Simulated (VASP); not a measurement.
The system is Hg.

```
CELL_PARAMETERS angstrom
3.19548 0.00000 0.00000
-1.59774 2.76737 0.00000
0.00000 0.00000 5.21822
ATOMIC_POSITIONS crystal
Hg 0.33333 0.66667 0.25000
Hg 0.66667 0.33333 0.75000
```

```yaml
Program: VASP 6.6.1
Task: relaxation of cell and atoms
Functional: r2SCAN
Potentials_or_basis: VASP PAW PBE potentials, release 64 (Hg)
Cutoff: 600 eV
k_mesh: 11 × 11 × 6
Occupations: fermi-dirac, width 0.1 eV
Spin: no spin polarisation
```

At the start: pressure 5.4 GPa; volume 23.07 Å³/atom.

How do energy, volume and symmetry change on relaxing?

Over 9 steps the energy falls by 65.7 meV/atom and the volume is 28.16 Å³/atom (+22.1 %); space group P6_3/mmc (No. 194, to 0.1 Å) before and after.

The path:
```tsv
step	energy change (eV)	largest force (eV/Å)	pressure (GPa)	volume (Å³)
1	0.0000	0.0000	5.35	46.15
2	-0.1076	0.0000	1.68	51.49
3	-0.1276	0.0000	0.51	54.50
4	-0.1301	0.0000	0.06	55.94
5	-0.1301	0.0000	0.00	56.15
6	-0.1304	0.0000	0.00	56.18
7	-0.1312	0.0000	0.00	56.25
8	-0.1313	0.0000	0.01	56.37
9	-0.1314	0.0000	0.00	56.32
```

Final structure:
```cif
data_structure
_symmetry_space_group_name_H-M 'P 1'
_symmetry_Int_Tables_number 1
_cell_length_a 3.4428
_cell_length_b 3.4428
_cell_length_c 5.4868
_cell_angle_alpha 90.000
_cell_angle_beta 90.000
_cell_angle_gamma 120.000
_cell_volume 56.32
loop_
_atom_site_label
_atom_site_type_symbol
_atom_site_fract_x
_atom_site_fract_y
_atom_site_fract_z
_atom_site_occupancy
Hg1 Hg 0.33333 0.66667 0.25000 1
Hg2 Hg 0.66667 0.33333 0.75000 1
```

Caveat: the volume moved by over 15 % at a fixed basis, so the end points are rough; the PAW data sets were made with another functional, which shifts forces and pressure a little.
